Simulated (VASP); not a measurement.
# NaCl (Fm-3m) in VASP: further runs

The runs below take NaCl through single point, with PBEsol.

Everything below comes from runs of VASP 6.6.1. Logs are shortened: lines on timing, memory, paths and dates and some standing lists are left out, and cuts for length are marked.

### Step 1. The cell of the first run

The structure is cubic, space group Fm-3m (No. 225). Conventional cell: a = 5.210 Å, b = 5.210 Å, c = 5.210 Å, α = 90.00°, β = 90.00°, γ = 90.00°. Na (site symmetry m-3m) has 6 Cl at 2.61 Å within 3.4 Å. Within 3.4 Å of Cl (site symmetry m-3m) lie 6 Na at 2.61 Å.

### Step 2. Single point, PBEsol (strain -0.080 along x and y, -0.080 along z)

Input file INCAR:

```
SYSTEM = NaCl
  PREC = Accurate
  ENCUT = 520
  EDIFF = 1E-6
  ISMEAR = 0
  SIGMA = 0.05
  LREAL = .FALSE.
  LASPH = .TRUE.
  NELM = 60
  ALGO = Normal
  ISIF = 2
  LWAVE = .FALSE.
  LCHARG = .FALSE.
  GGA = PS
  NBANDS = 14
```

Input file KPOINTS:

```
Automatic mesh
0
G
  8 8 8
  0 0 0
```

Input file POSCAR:

```
NaCl
1.0
    0.0000000000      2.6052100000      2.6052100000
    2.6052100000      0.0000000000      2.6052100000
    2.6052100000      2.6052100000      0.0000000000
Na Cl
1 1
Direct
    0.0000000000      0.0000000000      0.0000000000
    0.5000000000      0.5000000000      0.5000000000
```

Potentials or basis: VASP PAW PBE potentials, release 64 (Na_pv, Cl).

Started as:

```bash
$ cat potpaw_PBE.64/Na_pv/POTCAR potpaw_PBE.64/Cl/POTCAR > POTCAR
$ mpirun -np 1 vasp_std > vasp.out
```

OUTCAR:

```text
SYSTEM = NaCl
   PREC = Accurate
   ENCUT = 520
   EDIFF = 1E-6
   ISMEAR = 0
   LREAL = .FALSE.
   LASPH = .TRUE.
   NELM = 60
   ISIF = 2
   GGA = PS

 ion  position               nearest neighbor table
   1  0.000  0.000  0.000-   2 2.61   2 2.61   2 2.61   2 2.61   2 2.61   2 2.61
   2  0.500  0.500  0.500-   1 2.61   1 2.61   1 2.61   1 2.61   1 2.61   1 2.61

  LATTYP: Found a face centered cubic cell.
 ALAT       =     5.2104200000

  Lattice vectors:

 A1 = (   0.0000000000,   2.6052100000,   2.6052100000)
 A2 = (   2.6052100000,   0.0000000000,   2.6052100000)
 A3 = (   2.6052100000,   2.6052100000,   0.0000000000)

Analysis of symmetry for initial positions (statically):
=====================================================================
 Subroutine PRICEL returns:
 Original cell was already a primitive cell.

 Routine SETGRP: Setting up the symmetry group for a
 face centered cubic supercell.

 Subroutine GETGRP returns: Found 48 space group operations
 (whereof 48 operations were pure point group operations)
 out of a pool of 48 trial point group operations.

The static configuration has the point symmetry O_h .

Analysis of symmetry for dynamics (positions and initial velocities):
=====================================================================
 Subroutine PRICEL returns:
 Original cell was already a primitive cell.

 Routine SETGRP: Setting up the symmetry group for a
 face centered cubic supercell.

 Subroutine GETGRP returns: Found 48 space group operations
 (whereof 48 operations were pure point group operations)
 out of a pool of 48 trial point group operations.

The dynamic configuration has the point symmetry O_h .

 Subroutine INISYM returns: Found 48 space group operations
 (whereof 48 operations are pure point group operations),
 and found     1 'primitive' translations

----------------------------------------------------------------------------------------

                                     Primitive cell

  volume of cell :      35.3637

  direct lattice vectors                    reciprocal lattice vectors
     0.000000000  2.605210000  2.605210000    -0.191923108  0.191923108  0.191923108
     2.605210000  0.000000000  2.605210000     0.191923108 -0.191923108  0.191923108
     2.605210000  2.605210000  0.000000000     0.191923108  0.191923108 -0.191923108

  length of vectors
     3.684323315  3.684323315  3.684323315     0.332420574  0.332420574  0.332420574

  position of ions in fractional coordinates (direct lattice)
     0.000000000  0.000000000  0.000000000
     0.500000000  0.500000000  0.500000000

  ion indices of the primitive-cell ions
   primitive index   ion index
                 1           1
                 2           2

----------------------------------------------------------------------------------------

 KPOINTS: Automatic mesh

Automatic generation of k-mesh.
 Grid dimensions read from file:
 generate k-points for:    8    8    8

 Generating k-lattice:

  Cartesian coordinates                     Fractional coordinates (reciprocal lattice)
    -0.023990388  0.023990388  0.023990388     0.125000000  0.000000000  0.000000000
     0.023990388 -0.023990388  0.023990388     0.000000000  0.125000000  0.000000000
     0.023990388  0.023990388 -0.023990388     0.000000000  0.000000000  0.125000000

  Length of vectors
     0.041552572  0.041552572  0.041552572

  Shift w.r.t. Gamma in fractional coordinates (k-lattice)
     0.000000000  0.000000000  0.000000000

 Subroutine IBZKPT returns following result:
 ===========================================

 Found     29 irreducible k-points:

 Following reciprocal coordinates:
            Coordinates               Weight
  0.000000  0.000000  0.000000      1.000000
  0.125000  0.000000  0.000000      8.000000
  0.250000  0.000000  0.000000      8.000000
  0.375000  0.000000  0.000000      8.000000
  0.500000  0.000000  0.000000      4.000000
  0.125000  0.125000  0.000000      6.000000
[... 16 lines left out ...]
  0.500000  0.250000  0.125000     48.000000
 -0.375000  0.250000  0.125000     24.000000
 [... further k-points ...]
   k-points           NKPTS =     29   k-points in BZ     NKDIM =     29   number of bands    NBANDS=     14
   number of dos      NEDOS =    301   number of ions     NIONS =      2
   total plane-waves  NPLWV =  21952
   dimension x,y,z NGX =    28 NGY =   28 NGZ =   28
   dimension x,y,z NGXF=    56 NGYF=   56 NGZF=   56
   ions per type =               1   1
   NGX,Y,Z   is equivalent  to a cutoff of  12.63, 12.63, 12.63 a.u.
   NGXF,Y,Z  is equivalent  to a cutoff of  25.27, 25.27, 25.27 a.u.
 SYSTEM =  NaCl
   PREC   = accura    normal or accurate (medium, high low for compatibility)
   ISTART =      0    job   : 0-new  1-cont  2-samecut
   ICHARG =      2    charge: 1-file 2-atom 10-const
   ISPIN  =      1    spin polarized calculation?
   LNONCOLLINEAR =      F non collinear calculations
   LSORBIT =      F    spin-orbit coupling
   LASPH  =      T    aspherical Exc in radial PAW
   ENCUT  =  520.0 eV  38.22 Ry    6.18 a.u.   6.85  6.85  6.85*2*pi/ulx,y,z
   NELM   =     60;   NELMIN=  2; NELMDL= -5     # of ELM steps
   EDIFF  = 0.1E-05   stopping-criterion for ELM
   LREAL  =      F    real-space projection
   EDIFFG = 0.1E-04   stopping-criterion for IOM
   NSW    =      0    number of steps for IOM
   IBRION =     -1    ionic relax: 0-MD 1-quasi-New 2-CG
   NFREE  =      0    steps in history (QN), initial steepest desc. (CG)
   ISIF   =      2    stress and relaxation
   ISYM   =      2    0-nonsym 1-usesym 2-fastsym
   POTIM  = 0.5000    time-step for ionic-motion
   TEBEG  =    0.0;   TEEND  =   0.0 temperature during run
   PSTRESS=    0.0 pullay stress
   NELECT =      14.0000    total number of electrons
   NUPDOWN=      -1.0000    fix difference up-down
   EMIN   =  10.00;   EMAX   =-10.00  energy-range for DOS
   EFERMI =   0.00;   METHOD = LEGACY
   ISMEAR =     0;   SIGMA  =   0.05  broadening in eV -4-tet -1-fermi 0-gaus
   EFERMI_NEDOS =   21; number of points for ismear=-14 and -15
   IALGO  =     38    algorithm
   IMIX   =      4    mixing-type and parameters
     AMIX     =   0.40;   BMIX     =  1.00
     AMIX_MAG =   1.60;   BMIX_MAG =  1.00
  volume/ion in A,a.u.               =      17.68       119.32
  Fermi-wavevector in a.u.,A,eV,Ry     =   1.202075  2.271592 19.660194  1.444983
  Thomas-Fermi vector in A             =   2.337866
   LORBIT       =      0    0 simple, 1 ext, 2 COOP (PROOUT), +10 PAW based schemes
   GGA     = PS    functional components
   LHFCALC =     F    Hartree Fock is set to
   AEXX    =    0.0000 exact exchange contribution
   IVDW    =     0    specifies the selected vdW correction
   LEPSILON=     F    determine dielectric tensor
   LRPA    =     F    only Hartree local field effects (RPA)
 non-spin polarized calculation
 Gauss-broadening in eV      SIGMA  =   0.05
  energy-cutoff  :      520.00
  volume of cell :       35.36
 maximum number of plane-waves:       961
   NGX = 13   NGY = 13   NGZ = 13

 number of electron      14.0000008 magnetization

 Free energy of the ion-electron system (eV)
  ---------------------------------------------------
  ext. energy  EPLUGINS =         0.00000000
  ---------------------------------------------------
  free energy    TOTEN  =        -6.78769704 eV

  energy without entropy =       -6.78769704  energy(sigma->0) =       -6.78769704

 E-fermi :   1.1462     XC(G=0):  -9.4256

 val. band max:        0.8399706572   @ k =   0.0000   0.0000   0.0000
 cond. band min:       6.8176111039   @ k =   0.0000   0.0000   0.0000
 fundamental gap:      5.9776404468
 Fermi energy:         1.1462156100

 k-point     1 :       0.0000    0.0000    0.0000
  band No.  band energies     occupation
      1     -19.5005      2.00000
      2     -19.5005      2.00000
      3     -19.5005      2.00000
      4     -12.4949      2.00000
      5       0.8400      2.00000
      6       0.8400      2.00000
      7       0.8400      2.00000
      8       6.8176      0.00000
      9      11.9665      0.00000
     10      11.9665      0.00000
     11      11.9665      0.00000
     12      14.5385      0.00000
     13      14.5385      0.00000
     14      16.2899      0.00000

 k-point     2 :       0.1250    0.0000    0.0000
  band No.  band energies     occupation
      1     -19.5146      2.00000
      2     -19.5012      2.00000
      3     -19.5012      2.00000
      4     -12.4012      2.00000
      5       0.2977      2.00000
      6       0.7702      2.00000
      7       0.7702      2.00000
      8       7.4155      0.00000
      9      11.4370      0.00000
     10      12.2282      0.00000
     11      12.2282      0.00000
     12      14.3554      0.00000
     13      14.3554      0.00000
     14      17.5035      0.00000

 k-point     3 :       0.2500    0.0000    0.0000
  band No.  band energies     occupation
      1     -19.5480      2.00000
      2     -19.5031      2.00000
      3     -19.5030      2.00000
      4     -12.1648      2.00000
      5      -0.7655      2.00000
      6       0.6095      2.00000
      7       0.6095      2.00000
      8       8.2770      0.00000
      9      11.3040      0.00000
     10      12.5067      0.00000
     11      12.5067      0.00000
     12      14.6625      0.00000
     13      14.6625      0.00000
     14      18.1735      0.00000
[... 324 lines left out ...]
 k-point    23 :       0.5000    0.2500    0.1250
  band No.  band energies     occupation
      1     -19.5672      2.00000
      2     -19.5219      2.00000
      3     -19.5098      2.00000
      4     -11.8334      2.00000
      5      -1.4265      2.00000
      6      -0.2196      2.00000
      7       0.2646      2.00000
      8       9.5915      0.00000
      9      11.0506      0.00000
     10      11.3650      0.00000
     11      13.5094      0.00000
     12      15.4576      0.00000
     13      18.4847      0.00000
     14      18.7440      0.00000

 k-point    24 :      -0.3750    0.2500    0.1250
  band No.  band energies     occupation
      1     -19.5736      2.00000
      2     -19.5231      2.00000
      3     -19.5121      2.00000
      4     -11.7543      2.00000
      5      -1.6076      2.00000
      6      -0.3402      2.00000
      7       0.1862      2.00000
      8       9.5361      0.00000
      9      10.9957      0.00000
     10      12.1478      0.00000
     11      13.2915      0.00000
     12      16.2747      0.00000
     13      18.0120      0.00000
     14      18.9366      0.00000

 [... further k-points ...]

------------------------ aborting loop because EDIFF is reached ----------------------------------------

  FORCE on cell =-STRESS in cart. coord.  units (eV):
  Direction    XX          YY          ZZ          XY          YZ          ZX
  --------------------------------------------------------------------------------------
  -------------------------------------------------------------------------------------
  Total        2.0990621      2.0990621      2.0990621      0.0000000     -0.0000000      0.0000000
  in kB       95.0993762     95.0993762     95.0993762      0.0000000     -0.0000000      0.0000000
  external PRESSURE =      95.0993762 kB  Pullay stress =       0.0000000 kB

 VOLUME and BASIS-vectors are now :
 -----------------------------------------------------------------------------
  energy-cutoff  :      520.00
  volume of cell :       35.36
      direct lattice vectors                 reciprocal lattice vectors
     0.000000000  2.605210000  2.605210000    -0.191923108  0.191923108  0.191923108
     2.605210000  0.000000000  2.605210000     0.191923108 -0.191923108  0.191923108
     2.605210000  2.605210000  0.000000000     0.191923108  0.191923108 -0.191923108

 POSITION                                       TOTAL-FORCE (eV/Angst)
 -----------------------------------------------------------------------------------
      0.00000      0.00000      0.00000        -0.000000     -0.000000     -0.000000
      2.60521      2.60521      2.60521         0.000000      0.000000      0.000000
 -----------------------------------------------------------------------------------
    total drift:                                0.000000      0.000000      0.000000

  FREE ENERGIE OF THE ION-ELECTRON SYSTEM (eV)
  ---------------------------------------------------
  free  energy   TOTEN  =        -6.7876970383 eV

  energy  without entropy=       -6.7876970383  energy(sigma->0) =       -6.78769704
```

It took 12 s on 1 thread of AMD EPYC 7R43 (Zen 3), shared host; peak memory 0.11 GiB.

Results:

- Free energy: -6.7877 eV
- Pressure: 9.5 GPa
- Band gap on the k mesh: 5.98 eV, direct

Caveat: the cell differs from its parent crystal (strain -0.080 along x and y, -0.080 along z); the PAW data sets were made with another functional, which shifts forces and pressure a little.

(Continued in part 2 of 2.)
